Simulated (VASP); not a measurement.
Set up this calculation in VASP 6.6.1, as the native input.

- Task: single point
- Functional: PBEsol
- Potentials or basis: VASP PAW PBE potentials, release 64 (O, Mg, Cd)
- Cutoff: 520 eV
- k mesh: 1 × 1 × 1, shifted
- Occupations: fermi-dirac, width 0.05 eV
- Spin: no spin polarisation
- Dipole correction: no
- Further INCAR settings: LREAL = Auto; ALGO = Normal; EDIFF = 1e-06; NBANDS = 196

The structure of Mg13Cd3O16 lies in POSCAR:

```
Mg13Cd3O16
1.0
    8.6642230911      0.0000000000      0.0000000000
    0.0000000000      8.6642230911      0.0000000000
    0.0000000000      0.0000000000      8.6642230911
O Mg Cd
32 26 6
Direct
    0.2490220000      0.9877700000      0.9841420000
    0.2490210000      0.9985940000      0.5139820000
    0.2497120000      0.5121590000      0.9825800000
    0.2493270000      0.5014880000      0.5145560000
    0.7499400000      0.0109110000      0.9956470000
    0.7499720000      0.0016400000      0.5043320000
    0.7504760000      0.4879280000      0.9835420000
    0.7504420000      0.4995690000      0.5136170000
    0.9885880000      0.2497090000      0.9980560000
    0.9982180000      0.2502000000      0.5014240000
    0.0125880000      0.7490030000      0.9869850000
    0.0013230000      0.7493190000      0.5112180000
    0.5107730000      0.2505120000      0.0008230000
    0.5012410000      0.2506100000      0.5005180000
    0.4889850000      0.7498250000      0.9993360000
    0.4985730000      0.7499880000      0.5021850000
    0.9851700000      0.0126460000      0.2480370000
    0.9977020000      0.0016010000      0.7501310000
    0.9987380000      0.4844440000      0.2461690000
    0.9994730000      0.4978340000      0.7498100000
    0.5118020000      0.0024980000      0.2489930000
    0.5015200000      0.0007480000      0.7505940000
    0.5013920000      0.4987470000      0.2482960000
    0.5004360000      0.4995280000      0.7501400000
    0.2519270000      0.2487360000      0.2673530000
    0.2504660000      0.2494540000      0.7382170000
    0.2646410000      0.7512720000      0.2558990000
    0.2519430000      0.7505320000      0.7463430000
    0.7478400000      0.2385170000      0.2545560000
    0.7490930000      0.2483090000      0.7466250000
    0.7360190000      0.7660470000      0.2667010000
    0.7484420000      0.7518970000      0.7384240000
    0.9968520000      0.0027400000      0.9941830000
    0.9976190000      0.0022140000      0.5053810000
    0.9999150000      0.4967090000      0.9911990000
    0.0000010000      0.4976280000      0.5078170000
    0.5024520000      0.0003710000      0.9973030000
    0.5014860000      0.0005410000      0.5030080000
    0.5000250000      0.4998710000      0.9944640000
    0.4997760000      0.5000690000      0.5049990000
    0.2500720000      0.2499160000      0.5043950000
    0.2521200000      0.7500560000      0.9902700000
    0.2522880000      0.7502530000      0.5066150000
    0.7494290000      0.2483950000      0.9967620000
    0.7492630000      0.2483800000      0.5028980000
    0.7474390000      0.7526140000      0.5045010000
    0.2502040000      0.9987420000      0.7480110000
    0.2504610000      0.5013600000      0.7476580000
    0.7476290000      0.0040160000      0.2535640000
    0.7492250000      0.0021500000      0.7478780000
    0.7494180000      0.4978100000      0.7476970000
    0.9934360000      0.2475920000      0.2532650000
    0.9973110000      0.2493980000      0.7473860000
    0.0015130000      0.7503430000      0.7478220000
    0.5048000000      0.2478570000      0.2532650000
    0.5020060000      0.2497540000      0.7475940000
    0.5001500000      0.7535380000      0.2531440000
    0.4987840000      0.7505780000      0.7477200000
    0.2498320000      0.2499630000      0.9988270000
    0.7492160000      0.7506520000      0.9991660000
    0.2495580000      0.0000350000      0.2500230000
    0.2504010000      0.5003730000      0.2498540000
    0.7494210000      0.4996890000      0.2507110000
    0.9996680000      0.7513270000      0.2506660000
```

The input as run:

INCAR

```
PREC = Accurate
ENCUT = 520
EDIFF = 1E-6
ISMEAR = -1
SIGMA = 0.05
LREAL = Auto
LASPH = True
NELM = 60
ALGO = Normal
ISIF = 2
LWAVE = False
LCHARG = False
GGA = PS
NBANDS = 196
```

KPOINTS

```
Automatic mesh
0
Gamma
  1 1 1
  0.5 0.5 0.5
```

Potentials or basis: VASP PAW PBE potentials, release 64 (O, Mg, Cd).

Run with:

```sh
$ cat potpaw_PBE.64/O/POTCAR potpaw_PBE.64/Mg/POTCAR potpaw_PBE.64/Cd/POTCAR > POTCAR
$ mpirun -np 1 vasp_std > vasp.out
```

It gave:

The pressure is 0.1 GPa and the largest force is 0.127 eV/Å. The band gap on the k mesh is 4.24 eV.

Caveat: the k points lie up to 0.73 Å⁻¹ apart; the PAW data sets were made with another functional, which shifts forces and pressure a little.

It took 3.8 min on 1 thread of AMD EPYC 9R14 (Zen 4), with other jobs on the host, peak memory 0.57 GiB.
